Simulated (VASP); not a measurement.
A run of VASP 6.6.1 is set up as follows.

INCAR

```
SYSTEM = ZnCu
PREC = Accurate
ENCUT = 520
EDIFF = 1E-6
ISMEAR = -1
SIGMA = 0.1
LREAL = .False.
LASPH = .True.
NELM = 60
ALGO = Normal
ISIF = 2
LWAVE = .False.
LCHARG = .False.
GGA = PE
NBANDS = 18
```

The input KPOINTS:

```
Automatic mesh
0
Gamma
  11 11 11
  0 0 0
```

Contents of POSCAR:

```
ZnCu
1.0
    2.9625317772      0.0000000000      0.0000000000
    0.0000000000      2.9625317772      0.0000000000
    0.0000000000      0.0000000000      2.9625317772
Zn Cu
1 1
Direct
    0.5000000000      0.5000000000      0.5000000000
    0.0000000000      0.0000000000      0.0000000000
```

Potentials or basis: VASP PAW PBE potentials, release 64 (Zn, Cu).

Command:

```console
$ cat potpaw_PBE.64/Zn/POTCAR potpaw_PBE.64/Cu/POTCAR > POTCAR
$ mpirun -np 1 vasp_std > vasp.out
```

Task: What does it give for the pressure?

Result: 0.6 GPa.
